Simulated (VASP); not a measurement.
# SrO in VASP: further runs, part 2 of 2

VASP 6.6.1.

## 3. Single point, PBE

This run uses another cell than the first one, of 121.46 Å³/atom, 0.956 times its volume.

Contents of INCAR:

```
SYSTEM = SrO
ALGO = Normal
DIPOL = 0.5 0.5 0.293
EDIFF = 1E-6
ENCUT = 520
GGA = PE
IDIPOL = 3
ISIF = 2
ISMEAR = 0
LASPH = .True.
LCHARG = .True.
LDIPOL = .True.
LELF = .True.
LREAL = .False.
LVACPOTAV = .True.
LVHAR = .True.
LWAVE = .False.
NBANDS = 24
NELM = 100
PREC = Accurate
SIGMA = 0.02
```

Contents of KPOINTS:

```
k-points
0
Gamma
  12 12 1
  0 0 0
```

Contents of POSCAR:

```
SrO
1.0
    4.0513186766      0.0000002819      0.0000000000
   -2.0256595825      3.5085447518      0.0000000000
    0.0000000000      0.0000000000     34.1789272000
Sr O
2 2
Direct
    0.0000000000      0.0000000000      0.2048164824
    0.0000000000      0.0000000000      0.3803393911
    0.3333333333      0.6666666667      0.2047796962
    0.3333333333      0.6666666667      0.3803761773
```

Potentials or basis: VASP PAW PBE potentials, release 64 (Sr_sv, O).

Run with:

```bash
cat potpaw_PBE.64/Sr_sv/POTCAR potpaw_PBE.64/O/POTCAR > POTCAR
mpirun -np 1 vasp_std > vasp.out
```

OUTCAR:

```text
SYSTEM = SrO
   EDIFF = 1E-6
   ENCUT = 520
   GGA = PE
   ISIF = 2
   ISMEAR = 0
   LASPH = .True.
   LREAL = .False.
   NELM = 100
   PREC = Accurate

 ion  position               nearest neighbor table
   1  0.000  0.000  0.205-   3 2.34   3 2.34   3 2.34
   2  0.000  0.000  0.380-   4 2.34   4 2.34   4 2.34
   3  0.333  0.667  0.205-   1 2.34   1 2.34   1 2.34
   4  0.333  0.667  0.380-   2 2.34   2 2.34   2 2.34

  LATTYP: Found a hexagonal cell.
 ALAT       =     4.0513186766
 C/A-ratio  =     8.4364943685

  Lattice vectors:

 A1 = (   4.0513186766,   0.0000002819,   0.0000000000)
 A2 = (  -2.0256595825,   3.5085447518,   0.0000000000)
 A3 = (   0.0000000000,   0.0000000000,  34.1789272000)

Analysis of symmetry for initial positions (statically):
=====================================================================
 Subroutine PRICEL returns:
 Original cell was already a primitive cell.

 Routine SETGRP: Setting up the symmetry group for a
 hexagonal supercell.

 Subroutine GETGRP returns: Found 12 space group operations
 (whereof  6 operations were pure point group operations)
 out of a pool of 24 trial point group operations.

The static configuration has the point symmetry C_3v.
 The point group associated with its full space group is D_3h.

Analysis of symmetry for dynamics (positions and initial velocities):
=====================================================================
 Subroutine PRICEL returns:
 Original cell was already a primitive cell.

 Routine SETGRP: Setting up the symmetry group for a
 hexagonal supercell.

 Subroutine GETGRP returns: Found 12 space group operations
 (whereof  6 operations were pure point group operations)
 out of a pool of 24 trial point group operations.

The dynamic configuration has the point symmetry C_3v.
 The point group associated with its full space group is D_3h.

 Subroutine INISYM returns: Found 12 space group operations
 (whereof  6 operations are pure point group operations),
 and found     1 'primitive' translations

----------------------------------------------------------------------------------------

                                     Primitive cell

  volume of cell :     485.8273

  direct lattice vectors                    reciprocal lattice vectors
     4.051318677  0.000000282  0.000000000     0.246833202  0.142509238  0.000000000
    -2.025659582  3.508544752  0.000000000    -0.000000020  0.285018442  0.000000000
     0.000000000  0.000000000 34.178927200     0.000000000  0.000000000  0.029257794

  length of vectors
     4.051318677  4.051318677 34.178927200     0.285018442  0.285018442  0.029257794

  position of ions in fractional coordinates (direct lattice)
     0.000000000  0.000000000  0.204816482
     0.000000000  0.000000000  0.380339391
     0.333333333  0.666666667  0.204779696
     0.333333333  0.666666667  0.380376177

  ion indices of the primitive-cell ions
   primitive index   ion index
                 1           1
                 2           2
                 3           3
                 4           4

----------------------------------------------------------------------------------------

 KPOINTS: k-points

[... 25 lines left out ...]
  0.083333 -0.000000  0.000000      6.000000
  0.166667 -0.000000  0.000000      6.000000
  0.250000  0.000000  0.000000      6.000000
  0.333333  0.000000  0.000000      6.000000
  0.416667 -0.000000  0.000000      6.000000
[... 11 lines left out ...]
  0.333333  0.250000  0.000000     12.000000
  0.333333  0.333333  0.000000      2.000000
   k-points           NKPTS =     19   k-points in BZ     NKDIM =     19   number of bands    NBANDS=     24
   number of dos      NEDOS =    301   number of ions     NIONS =      4
   total plane-waves  NPLWV = 230400
   dimension x,y,z NGX =    30 NGY =   30 NGZ =  256
   dimension x,y,z NGXF=    60 NGYF=   60 NGZF=  512
   ions per type =               2   2
   NGX,Y,Z   is equivalent  to a cutoff of  12.31, 12.31, 12.45 a.u.
   NGXF,Y,Z  is equivalent  to a cutoff of  24.62, 24.62, 24.90 a.u.
 SYSTEM =  SrO
   PREC   = accura    normal or accurate (medium, high low for compatibility)
   ISTART =      0    job   : 0-new  1-cont  2-samecut
   ICHARG =      2    charge: 1-file 2-atom 10-const
   ISPIN  =      1    spin polarized calculation?
   LNONCOLLINEAR =      F non collinear calculations
   LSORBIT =      F    spin-orbit coupling
   LASPH  =      T    aspherical Exc in radial PAW
   ENCUT  =  520.0 eV  38.22 Ry    6.18 a.u.   7.53  7.53 63.55*2*pi/ulx,y,z
   NELM   =    100;   NELMIN=  2; NELMDL= -5     # of ELM steps
   EDIFF  = 0.1E-05   stopping-criterion for ELM
   LREAL  =      F    real-space projection
   EDIFFG = 0.1E-04   stopping-criterion for IOM
   NSW    =      0    number of steps for IOM
   IBRION =     -1    ionic relax: 0-MD 1-quasi-New 2-CG
   NFREE  =      0    steps in history (QN), initial steepest desc. (CG)
   ISIF   =      2    stress and relaxation
   ISYM   =      2    0-nonsym 1-usesym 2-fastsym
   POTIM  = 0.5000    time-step for ionic-motion
   TEBEG  =    0.0;   TEEND  =   0.0 temperature during run
   PSTRESS=    0.0 pullay stress
   NELECT =      32.0000    total number of electrons
   NUPDOWN=      -1.0000    fix difference up-down
   EMIN   =  10.00;   EMAX   =-10.00  energy-range for DOS
   EFERMI =   0.00;   METHOD = LEGACY
   ISMEAR =     0;   SIGMA  =   0.02  broadening in eV -4-tet -1-fermi 0-gaus
   EFERMI_NEDOS =   21; number of points for ismear=-14 and -15
   IALGO  =     38    algorithm
   IMIX   =      4    mixing-type and parameters
     AMIX     =   0.40;   BMIX     =  1.00
     AMIX_MAG =   1.60;   BMIX_MAG =  1.00
  volume/ion in A,a.u.               =     121.46       819.63
  Fermi-wavevector in a.u.,A,eV,Ry     =   0.661146  1.249385  5.947302  0.437114
  Thomas-Fermi vector in A             =   1.733815
   LORBIT       =      0    0 simple, 1 ext, 2 COOP (PROOUT), +10 PAW based schemes
   GGA     = PE    functional components
   LHFCALC =     F    Hartree Fock is set to
   AEXX    =    0.0000 exact exchange contribution
   IVDW    =     0    specifies the selected vdW correction
   LEPSILON=     F    determine dielectric tensor
   LRPA    =     F    only Hartree local field effects (RPA)
 non-spin polarized calculation
 Gauss-broadening in eV      SIGMA  =   0.02
  energy-cutoff  :      520.00
  volume of cell :      485.83
 maximum number of plane-waves:     13161
   NGX = 15   NGY = 15   NGZ =127

 dipolmoment           0.000000      0.000000      0.000023 electrons x Angstroem

 number of electron      32.0000009 magnetization

 dipolmoment           0.000000      0.000000     -0.000001 electrons x Angstroem

 Free energy of the ion-electron system (eV)
  ---------------------------------------------------
  ext. energy  EPLUGINS =         0.00000000
  ---------------------------------------------------
  free energy    TOTEN  =       -22.07372487 eV

  energy without entropy =      -22.07372487  energy(sigma->0) =      -22.07372487

 E-fermi :  -2.5467     XC(G=0):  -2.1068

 val. band max:       -2.6947455870   @ k =   0.3333   0.3333   0.0000
 cond. band min:      -1.1851358609   @ k =   0.0000   0.0000   0.0000
 fundamental gap:      1.5096097261
 Fermi energy:        -2.5467345221

 k-point     1 :       0.0000    0.0000    0.0000
  band No.  band energies     occupation
      1     -35.7144      2.00000
      2     -35.7144      2.00000
      3     -18.1096      2.00000
      4     -18.1085      2.00000
      5     -17.6538      2.00000
      6     -17.6535      2.00000
[... 502 lines left out ...]
     23       3.4942      0.00000
     24       3.6553      0.00000

------------------------ aborting loop because EDIFF is reached ----------------------------------------

  FORCE on cell =-STRESS in cart. coord.  units (eV):
  Direction    XX          YY          ZZ          XY          YZ          ZX
  --------------------------------------------------------------------------------------
  -------------------------------------------------------------------------------------
  Total        0.3400032      0.3400032     -0.0261144     -0.0000000      0.0000000      0.0000000
  in kB        1.1212738      1.1212738     -0.0861209     -0.0000000      0.0000000      0.0000000
  external PRESSURE =       0.7188089 kB  Pullay stress =       0.0000000 kB

 VOLUME and BASIS-vectors are now :
 -----------------------------------------------------------------------------
  energy-cutoff  :      520.00
  volume of cell :      485.83
      direct lattice vectors                 reciprocal lattice vectors
     4.051318677  0.000000282  0.000000000     0.246833202  0.142509238  0.000000000
    -2.025659582  3.508544752  0.000000000    -0.000000020  0.285018442  0.000000000
     0.000000000  0.000000000 34.178927200     0.000000000  0.000000000  0.029257794

 POSITION                                       TOTAL-FORCE (eV/Angst)
 -----------------------------------------------------------------------------------
      0.00000      0.00000      7.00041         0.000000     -0.000000     -0.002118
      0.00000      0.00000     12.99959         0.000000     -0.000000      0.002118
     -0.00000      2.33903      6.99915        -0.000000      0.000000     -0.001345
     -0.00000      2.33903     13.00085        -0.000000      0.000000      0.001345
 -----------------------------------------------------------------------------------
    total drift:                                0.000000     -0.000000      0.000023

  FREE ENERGIE OF THE ION-ELECTRON SYSTEM (eV)
  ---------------------------------------------------
  free  energy   TOTEN  =       -22.0737248722 eV

  energy  without entropy=      -22.0737248722  energy(sigma->0) =      -22.07372487

 vacuum level on the upper side and lower side of the slab         0.765         0.765
```

OSZICAR:

```text
N       E                     dE             d eps       ncg     rms          rms(c)
DAV:   1     0.257371210414E+03    0.25737E+03   -0.12804E+04  1152   0.954E+02
DAV:   2     0.263933640127E+02   -0.23098E+03   -0.20068E+03  1184   0.224E+02
DAV:   3    -0.296052253821E+02   -0.55999E+02   -0.55329E+02  1456   0.968E+01
DAV:   4    -0.317529094573E+02   -0.21477E+01   -0.21413E+01  1216   0.209E+01
[... 17 lines left out ...]
DAV:  22    -0.220737061998E+02   -0.23445E-04   -0.15628E-06   896   0.488E-03    0.534E-03
DAV:  23    -0.220737176394E+02   -0.11440E-04   -0.28728E-07   784   0.287E-03    0.307E-03
DAV:  24    -0.220737218562E+02   -0.42169E-05   -0.12675E-07   752   0.139E-03    0.195E-03
DAV:  25    -0.220737242805E+02   -0.24243E-05   -0.52143E-08   752   0.885E-04    0.271E-04
DAV:  26    -0.220737248722E+02   -0.59170E-06   -0.24842E-08   752   0.623E-04
   1 F= -.22073725E+02 E0= -.22073725E+02  d E =-.263521E-27
```

Run time: 12 min. Hardware: 1 thread of Intel Xeon Platinum 8259CL at 2.50GHz (Skylake/Cascade Lake), shared host; peak memory 0.62 GiB.

What came out:

```yaml
Free_energy: -22.0737 eV
Band_gap_on_the_k_mesh: 1.51 eV, indirect (least direct gap 2.07 eV)
```

Forces on the atoms (eV/Å):
```
Sr   0.000  0.000 -0.002
Sr   0.000  0.000  0.002
O    0.000  0.000 -0.001
O    0.000  0.000  0.001
```
